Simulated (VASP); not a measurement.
# P (R-3m) in VASP: settings compared

Aim: see how the results for P move with the level of theory and the settings. Levels: PBEsol, PBE. Tasks: single point.

All numbers are computed with VASP 6.6.1; they aren't measurements. Logs are shortened: lines on timing, memory, paths and dates and some standing lists are left out, and cuts for length are marked.

## 1. The cell of the first run

It takes space group R-3m (No. 166, trigonal). The conventional cell has a = 3.451 Å, b = 3.451 Å, c = 9.389 Å, α = 90.00°, β = 90.00°, γ = 120.00°. Within 3.0 Å of P (site symmetry 3m) lie 6 P at 2.29 to 2.82 Å.

## 2. Single point, PBEsol

INCAR reads:

```
SYSTEM = P
PREC = Accurate
ENCUT = 520
EDIFF = 1E-6
ISMEAR = -1
SIGMA = 0.05
LREAL = .False.
LASPH = .True.
NELM = 100
ALGO = Normal
ISIF = 2
LWAVE = .False.
LCHARG = .True.
GGA = PS
LELF = .True.
LVHAR = .True.
NBANDS = 12
```

KPOINTS reads:

```
Automatic mesh
0
Gamma
  6 6 6
  0 0 0
```

POSCAR reads:

```
P
1.0
    1.7257251780      0.9963478961      3.1296800121
   -1.7257251780      0.9963478961      3.1296800121
    0.0000000000     -1.9926957921      3.1296800121
P
2
Direct
    0.7729197500      0.7729197500      0.7729197500
    0.2270802500      0.2270802500      0.2270802500
```

Potentials or basis: VASP PAW PBE potentials, release 64 (P).

Run with:

```bash
$ cat potpaw_PBE.64/P/POTCAR > POTCAR
$ mpirun -np 1 vasp_std > vasp.out
```

OUTCAR:

```text
SYSTEM = P
   PREC = Accurate
   ENCUT = 520
   EDIFF = 1E-6
   ISMEAR = -1
   LREAL = .False.
   LASPH = .True.
   NELM = 100
   ISIF = 2
   GGA = PS

 ion  position               nearest neighbor table
   1  0.773  0.773  0.773-   2 2.29   2 2.29   2 2.29   2 2.82   2 2.82   2 2.82
   2  0.227  0.227  0.227-   1 2.29   1 2.29   1 2.29   1 2.82   1 2.82   1 2.82

  LATTYP: Found a trigonal (rhomboedric) cell.
 ALAT       =     3.7102201415
 COS(alpha) =     0.5673129383

  Lattice vectors:

 A1 = (   1.7257251780,   0.9963478961,   3.1296800121)
 A2 = (  -1.7257251780,   0.9963478961,   3.1296800121)
 A3 = (   0.0000000000,  -1.9926957921,   3.1296800121)

Analysis of symmetry for initial positions (statically):
=====================================================================
 Subroutine PRICEL returns:
 Original cell was already a primitive cell.

 Routine SETGRP: Setting up the symmetry group for a
 trigonal (rhombohedral) supercell.

 Subroutine GETGRP returns: Found 12 space group operations
 (whereof 12 operations were pure point group operations)
 out of a pool of 12 trial point group operations.

The static configuration has the point symmetry D_3d.

Analysis of symmetry for dynamics (positions and initial velocities):
=====================================================================
 Subroutine PRICEL returns:
 Original cell was already a primitive cell.

 Routine SETGRP: Setting up the symmetry group for a
 trigonal (rhombohedral) supercell.

 Subroutine GETGRP returns: Found 12 space group operations
 (whereof 12 operations were pure point group operations)
 out of a pool of 12 trial point group operations.

The dynamic configuration has the point symmetry D_3d.

 Subroutine INISYM returns: Found 12 space group operations
 (whereof 12 operations are pure point group operations),
 and found     1 'primitive' translations

----------------------------------------------------------------------------------------

                                     Primitive cell

  volume of cell :      32.2875

  direct lattice vectors                    reciprocal lattice vectors
     1.725725178  0.996347896  3.129680012     0.289733271  0.167277582  0.106507161
    -1.725725178  0.996347896  3.129680012    -0.289733271  0.167277582  0.106507161
     0.000000000 -1.992695792  3.129680012     0.000000000 -0.334555164  0.106507161

  length of vectors
     3.710220141  3.710220141  3.710220141     0.351099605  0.351099605  0.351099605

  position of ions in fractional coordinates (direct lattice)
     0.772919750  0.772919750  0.772919750
     0.227080250  0.227080250  0.227080250

  ion indices of the primitive-cell ions
   primitive index   ion index
                 1           1
                 2           2

----------------------------------------------------------------------------------------

 KPOINTS: Automatic mesh

Automatic generation of k-mesh.
 Grid dimensions read from file:
 generate k-points for:    6    6    6

 Generating k-lattice:

  Cartesian coordinates                     Fractional coordinates (reciprocal lattice)
     0.048288878  0.027879597  0.017751194     0.166666667  0.000000000  0.000000000
    -0.048288878  0.027879597  0.017751194     0.000000000  0.166666667  0.000000000
     0.000000000 -0.055759194  0.017751194     0.000000000  0.000000000  0.166666667

  Length of vectors
     0.058516601  0.058516601  0.058516601

  Shift w.r.t. Gamma in fractional coordinates (k-lattice)
     0.000000000  0.000000000  0.000000000

 Subroutine IBZKPT returns following result:
 ===========================================

 Found     32 irreducible k-points:

 Following reciprocal coordinates:
            Coordinates               Weight
  0.000000  0.000000  0.000000      1.000000
  0.166667 -0.000000  0.000000      6.000000
  0.333333 -0.000000 -0.000000      6.000000
  0.500000 -0.000000  0.000000      3.000000
  0.166667  0.166667  0.000000      6.000000
  0.333333  0.166667 -0.000000     12.000000
[... 16 lines left out ...]
  0.500000  0.500000  0.166667      6.000000
 -0.333333  0.500000  0.166667     12.000000
 [... further k-points ...]
   k-points           NKPTS =     32   k-points in BZ     NKDIM =     32   number of bands    NBANDS=     12
   number of dos      NEDOS =    301   number of ions     NIONS =      2
   total plane-waves  NPLWV =  21952
   dimension x,y,z NGX =    28 NGY =   28 NGZ =   28
   dimension x,y,z NGXF=    56 NGYF=   56 NGZF=   56
   ions per type =               2
   NGX,Y,Z   is equivalent  to a cutoff of  12.55, 12.55, 12.55 a.u.
   NGXF,Y,Z  is equivalent  to a cutoff of  25.09, 25.09, 25.09 a.u.
 SYSTEM =  P
   PREC   = accura    normal or accurate (medium, high low for compatibility)
   ISTART =      0    job   : 0-new  1-cont  2-samecut
   ICHARG =      2    charge: 1-file 2-atom 10-const
   ISPIN  =      1    spin polarized calculation?
   LNONCOLLINEAR =      F non collinear calculations
   LSORBIT =      F    spin-orbit coupling
   LASPH  =      T    aspherical Exc in radial PAW
   ENCUT  =  520.0 eV  38.22 Ry    6.18 a.u.   6.90  6.90  6.90*2*pi/ulx,y,z
   NELM   =    100;   NELMIN=  2; NELMDL= -5     # of ELM steps
   EDIFF  = 0.1E-05   stopping-criterion for ELM
   LREAL  =      F    real-space projection
   EDIFFG = 0.1E-04   stopping-criterion for IOM
   NSW    =      0    number of steps for IOM
   IBRION =     -1    ionic relax: 0-MD 1-quasi-New 2-CG
   NFREE  =      0    steps in history (QN), initial steepest desc. (CG)
   ISIF   =      2    stress and relaxation
   ISYM   =      2    0-nonsym 1-usesym 2-fastsym
   POTIM  = 0.5000    time-step for ionic-motion
   TEBEG  =    0.0;   TEEND  =   0.0 temperature during run
   PSTRESS=    0.0 pullay stress
   NELECT =      10.0000    total number of electrons
   NUPDOWN=      -1.0000    fix difference up-down
   EMIN   =  10.00;   EMAX   =-10.00  energy-range for DOS
   EFERMI =   0.00;   METHOD = LEGACY
   ISMEAR =    -1;   SIGMA  =   0.05  broadening in eV -4-tet -1-fermi 0-gaus
   EFERMI_NEDOS =   21; number of points for ismear=-14 and -15
   IALGO  =     38    algorithm
   IMIX   =      4    mixing-type and parameters
     AMIX     =   0.40;   BMIX     =  1.00
     AMIX_MAG =   1.60;   BMIX_MAG =  1.00
  volume/ion in A,a.u.               =      16.14       108.94
  Fermi-wavevector in a.u.,A,eV,Ry     =   1.107636  2.093128 16.692396  1.226857
  Thomas-Fermi vector in A             =   2.244152
   LORBIT       =      0    0 simple, 1 ext, 2 COOP (PROOUT), +10 PAW based schemes
   GGA     = PS    functional components
   LHFCALC =     F    Hartree Fock is set to
   AEXX    =    0.0000 exact exchange contribution
   IVDW    =     0    specifies the selected vdW correction
   LEPSILON=     F    determine dielectric tensor
   LRPA    =     F    only Hartree local field effects (RPA)
 non-spin polarized calculation
  energy-cutoff  :      520.00
  volume of cell :       32.29
 maximum number of plane-waves:       883
   NGX = 13   NGY = 13   NGZ = 13

 number of electron      10.0000000 magnetization

 Free energy of the ion-electron system (eV)
  ---------------------------------------------------
  ext. energy  EPLUGINS =         0.00000000
  ---------------------------------------------------
  free energy    TOTEN  =       -11.58673889 eV

  energy without entropy =      -11.58414036  energy(sigma->0) =      -11.58543963

 E-fermi :   8.9657     XC(G=0): -10.8752

 val. band max:        8.9059102759   @ k =   0.5000   0.5000   0.0000
 cond. band min:       8.9794081040   @ k =   0.3333   0.3333   0.3333
 fundamental gap:      0.0734978281
 Fermi energy:         8.9656970388

 k-point     1 :       0.0000    0.0000    0.0000
  band No.  band energies     occupation
      1      -7.6170      2.00000
      2       5.3088      2.00000
      3       5.7528      2.00000
      4       6.0375      2.00000
      5       6.0375      2.00000
      6      10.2405      0.00000
      7      11.5462      0.00000
      8      11.5462      0.00000
      9      14.6735      0.00000
     10      14.6735      0.00000
     11      15.9979      0.00000
     12      16.0427      0.00000

 k-point     2 :       0.1667   -0.0000    0.0000
  band No.  band energies     occupation
      1      -7.1670      2.00000
      2       2.7097      2.00000
      3       5.5499      2.00000
      4       5.7245      2.00000
      5       7.1462      2.00000
      6      10.6136      0.00000
      7      11.2001      0.00000
      8      11.4827      0.00000
      9      13.4065      0.00000
     10      14.2575      0.00000
     11      14.6063      0.00000
     12      18.8046      0.00000

 k-point     3 :       0.3333   -0.0000   -0.0000
  band No.  band energies     occupation
      1      -5.8436      2.00000
      2      -0.6000      2.00000
      3       5.2595      2.00000
      4       5.4244      2.00000
      5       7.8853      2.00000
      6       9.4374      0.00016
      7       9.8061      0.00000
      8       9.9529      0.00000
      9      15.3983      0.00000
     10      16.3622      0.00000
     11      16.7476      0.00000
     12      22.2997      0.00000
[... 286 lines left out ...]
 k-point    23 :       0.5000    0.5000    0.1667
  band No.  band energies     occupation
      1      -4.6103      2.00000
      2      -0.4680      2.00000
      3       1.2444      2.00000
      4       3.8956      2.00000
      5       5.1575      2.00000
      6      10.0571      0.00000
      7      13.2542      0.00000
      8      15.6800      0.00000
      9      15.9167      0.00000
     10      19.5253      0.00000
     11      19.9577      0.00000
     12      19.9636      0.00000

 k-point    24 :      -0.3333    0.5000    0.1667
  band No.  band energies     occupation
      1      -3.5817      2.00000
      2      -1.5070      2.00000
      3       1.2564      2.00000
      4       2.3099      2.00000
      5       6.2298      2.00000
      6      10.9484      0.00000
      7      11.9712      0.00000
      8      15.7666      0.00000
      9      16.0793      0.00000
     10      17.4318      0.00000
     11      20.5718      0.00000
     12      22.0070      0.00000

 [... further k-points ...]
[... 5 lines left out ...]
  --------------------------------------------------------------------------------------
  -------------------------------------------------------------------------------------
  Total       -0.3306268     -0.3306268     -0.5640824      0.0000000     -0.0000000      0.0000000
  in kB      -16.4064553    -16.4064553    -27.9910551      0.0000000     -0.0000000      0.0000000
  external PRESSURE =     -20.2679885 kB  Pullay stress =       0.0000000 kB

 VOLUME and BASIS-vectors are now :
 -----------------------------------------------------------------------------
  energy-cutoff  :      520.00
  volume of cell :       32.29
      direct lattice vectors                 reciprocal lattice vectors
     1.725725178  0.996347896  3.129680012     0.289733271  0.167277582  0.106507161
    -1.725725178  0.996347896  3.129680012    -0.289733271  0.167277582  0.106507161
     0.000000000 -1.992695792  3.129680012     0.000000000 -0.334555164  0.106507161

 POSITION                                       TOTAL-FORCE (eV/Angst)
 -----------------------------------------------------------------------------------
      0.00000      0.00000      7.25697         0.000000     -0.000000     -0.044442
      0.00000      0.00000      2.13207         0.000000      0.000000      0.044442
 -----------------------------------------------------------------------------------
    total drift:                                0.000000     -0.000000     -0.000000

  FREE ENERGIE OF THE ION-ELECTRON SYSTEM (eV)
  ---------------------------------------------------
  free  energy   TOTEN  =       -11.5867388950 eV

  energy  without entropy=      -11.5841403623  energy(sigma->0) =      -11.58543963
```

Run time: 6 s. Hardware: 1 thread of Intel Xeon 6975P-C (Granite Rapids), shared host; peak memory 0.15 GiB.

Results:

- Free energy: -11.5867 eV
- Pressure: -2.0 GPa
- Largest force: 0.044 eV/Å
- Band gap on the k mesh: zero (band 5 reaches 9.39 eV, above the bottom of band 6 at 8.67 eV)

Forces in eV/Å, atoms in the order of the input:
```
P    0.000  0.000 -0.044
P    0.000  0.000  0.044
```

Levels at points of the mesh, in eV from the Fermi level:
| k point | band 1 | band 2 | band 3 | band 4 | band 5 | band 6 | band 7 | band 8 | band 9 | band 10 |
| --- | --- | --- | --- | --- | --- | --- | --- | --- | --- | --- |
| (0.00, 0.00, 0.00) | -16.58 | -3.66 | -3.21 | -2.93 | -2.93 | 1.27 | 2.58 | 2.58 | 5.71 | 5.71 |
| (0.50, 0.00, 0.00) | -13.12 | -11.98 | -3.89 | -3.45 | -0.76 | -0.30 | 0.07 | 0.46 | 8.68 | 9.64 |
| (0.50, 0.50, 0.00) | -12.86 | -10.11 | -6.90 | -5.48 | -5.47 | -0.06 | 6.07 | 7.42 | 8.28 | 8.94 |
| (0.50, 0.50, 0.50) | -14.62 | -11.00 | -2.85 | -2.85 | -0.20 | -0.20 | 0.07 | 2.23 | 8.55 | 9.38 |

Caveat: the k points lie up to 0.37 Å⁻¹ apart; the PAW data sets were made with another functional, which shifts forces and pressure a little.

## 3. Single point, PBE (volume scaled by 0.94)

INCAR reads:

```
ALGO = Normal ; EDIFF = 1E-6
ENCUT = 520 ; GGA = PE
ISIF = 2 ; ISMEAR = -1
LASPH = True ; LCHARG = False
LREAL = False ; LWAVE = False
NBANDS = 12 ; NELM = 100
PREC = Accurate ; SIGMA = 0.05
```

KPOINTS reads:

```
k-points
0
Gamma
  9 9 9
```

POSCAR reads:

```
P
1.0
    1.6904964118      0.9760085585      3.0657910646
   -1.6904964118      0.9760085585      3.0657910646
    0.0000000000     -1.9520171168      3.0657910646
P
2
Direct
    0.7729197500      0.7729197500      0.7729197500
    0.2270802500      0.2270802500      0.2270802500
```

Potentials or basis: VASP PAW PBE potentials, release 64 (P).

Run with:

```bash
$ cat potpaw_PBE.64/P/POTCAR > POTCAR
$ mpirun -np 1 vasp_std > vasp.out
```

OUTCAR:

```text
EDIFF = 1E-6
   ENCUT = 520
   GGA = PE
   ISIF = 2
   ISMEAR = -1
   LASPH = True
   LREAL = False
   NELM = 100
   PREC = Accurate

 ion  position               nearest neighbor table
   1  0.773  0.773  0.773-   2 2.25   2 2.25   2 2.25   2 2.76   2 2.76   2 2.76
   2  0.227  0.227  0.227-   1 2.25   1 2.25   1 2.25   1 2.76   1 2.76   1 2.76

  LATTYP: Found a trigonal (rhomboedric) cell.
 ALAT       =     3.6344801109
 COS(alpha) =     0.5673129383

  Lattice vectors:

 A1 = (   1.6904964118,   0.9760085585,   3.0657910646)
[... 536 lines left out ...]
      7      16.2819      0.00000
      8      17.5792      0.00000
      9      18.3223      0.00000
     10      18.6911      0.00000
     11      22.7091      0.00000
     12      22.9765      0.00000

 [... further k-points ...]
[... 5 lines left out ...]
  --------------------------------------------------------------------------------------
  -------------------------------------------------------------------------------------
  Total        1.7017996      1.7017996      1.0285327      0.0000000      0.0000000      0.0000000
  in kB       89.8374310     89.8374310     54.2958955      0.0000000      0.0000000      0.0000000
  external PRESSURE =      77.9902525 kB  Pullay stress =       0.0000000 kB

 VOLUME and BASIS-vectors are now :
 -----------------------------------------------------------------------------
  energy-cutoff  :      520.00
  volume of cell :       30.35
      direct lattice vectors                 reciprocal lattice vectors
     1.690496412  0.976008559  3.065791065     0.295771110  0.170763530  0.108726696
    -1.690496412  0.976008559  3.065791065    -0.295771110  0.170763530  0.108726696
     0.000000000 -1.952017117  3.065791065     0.000000000 -0.341527060  0.108726696

 POSITION                                       TOTAL-FORCE (eV/Angst)
 -----------------------------------------------------------------------------------
      0.00000      0.00000      7.10883         0.000000     -0.000000     -0.591377
      0.00000      0.00000      2.08854         0.000000      0.000000      0.591377
 -----------------------------------------------------------------------------------
    total drift:                                0.000000     -0.000000     -0.000000

  FREE ENERGIE OF THE ION-ELECTRON SYSTEM (eV)
  ---------------------------------------------------
  free  energy   TOTEN  =       -10.6005324038 eV

  energy  without entropy=      -10.5983764571  energy(sigma->0) =      -10.59945443
```

OSZICAR:

```text
N       E                     dE             d eps       ncg     rms          rms(c)
DAV:   1     0.220060828286E+02    0.22006E+02   -0.45878E+03  2040   0.727E+02
DAV:   2    -0.949129107615E+01   -0.31497E+02   -0.30133E+02  2696   0.119E+02
DAV:   3    -0.106330105525E+02   -0.11417E+01   -0.11325E+01  2620   0.210E+01
DAV:   4    -0.106405937542E+02   -0.75832E-02   -0.75770E-02  2376   0.204E+00
DAV:   5    -0.106406503068E+02   -0.56553E-04   -0.56551E-04  2692   0.168E-01    0.768E+00
DAV:   6    -0.106131490609E+02    0.27501E-01   -0.11477E-02  2372   0.606E-01    0.457E+00
DAV:   7    -0.106004253026E+02    0.12724E-01   -0.21424E-02  2460   0.895E-01    0.110E-01
DAV:   8    -0.106004922057E+02   -0.66903E-04   -0.19552E-03  2376   0.295E-01    0.646E-02
DAV:   9    -0.106005175531E+02   -0.25347E-04   -0.94992E-05  2556   0.647E-02    0.435E-02
DAV:  10    -0.106005306126E+02   -0.13059E-04   -0.13181E-05  2384   0.237E-02    0.936E-03
DAV:  11    -0.106005321214E+02   -0.15089E-05   -0.16724E-06  2472   0.915E-03    0.318E-03
DAV:  12    -0.106005324038E+02   -0.28235E-06   -0.14854E-07  1276   0.215E-03
   1 F= -.10600532E+02 E0= -.10599454E+02  d E =-.215595E-02
```

Run time: 11 s. Hardware: 1 thread of Intel Xeon 6975P-C (Granite Rapids), shared host; peak memory 0.15 GiB.

What came out:

```
Free energy            : -10.6005 eV
Pressure               : 7.8 GPa
Largest force          : 0.591 eV/Å
Band gap on the k mesh : zero (band 5 reaches 10.43 eV, above the bottom of band 6 at 9.65 eV)
```

Forces on the atoms (eV/Å):
```
P    0.000  0.000 -0.591
P    0.000  0.000  0.591
```

Stress tensor (GPa, compression positive):
```
8.98 0.00 0.00
0.00 8.98 0.00
0.00 0.00 5.43
```

Levels at points of the mesh, in eV from the Fermi level:
| k point | band 3 | band 4 | band 5 | band 6 | band 7 | band 8 |
| --- | --- | --- | --- | --- | --- | --- |
| (0.00, 0.00, 0.00) | -3.21 | -3.03 | -3.03 | 1.39 | 2.67 | 2.67 |

(Part 1 of 2 ends here.)
